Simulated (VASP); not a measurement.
# Br: single point with LDA

Crystal: Br.

```xyz
1
Lattice="-1.5235 1.5235 1.5235 1.5235 -1.5235 1.5235 1.5235 1.5235 -1.5235" Properties=species:S:1:pos:R:3 pbc="T T T"
Br    0.0000    0.0000    0.0000
```

* Program: VASP 6.6.1
* Task: single point
* Functional: LDA
* Potentials or basis: VASP PAW LDA potentials, release 64 (Br)
* Cutoff: 500 eV
* k mesh: 17 × 17 × 17
* Occupations: fermi-dirac, width 0.1 eV
* Spin: no spin polarisation
* Dipole correction: no
* Further INCAR settings: ALGO = Normal; EDIFF = 1e-06; NBANDS = 10

The pressure is 79.7 GPa.

Levels at points of the mesh, in eV from the Fermi level:
| k point | band 1 | band 2 | band 3 | band 4 | band 5 | band 6 | band 7 | band 8 | band 9 |
| --- | --- | --- | --- | --- | --- | --- | --- | --- | --- |
| (0.00, 0.00, 0.00) | -21.84 | 2.47 | 2.47 | 2.47 | 12.74 | 12.74 | 12.74 | 14.23 | 16.52 |

It took 16 s on 1 thread of Intel(R) Xeon(R) Platinum 8259CL CPU @ 2.50GHz (Skylake/Cascade Lake) (shared host), peak memory 0.13 GiB.

Caveat: an odd number of electrons without spin polarisation forces a metal; a magnetic or distorted state may lie lower.
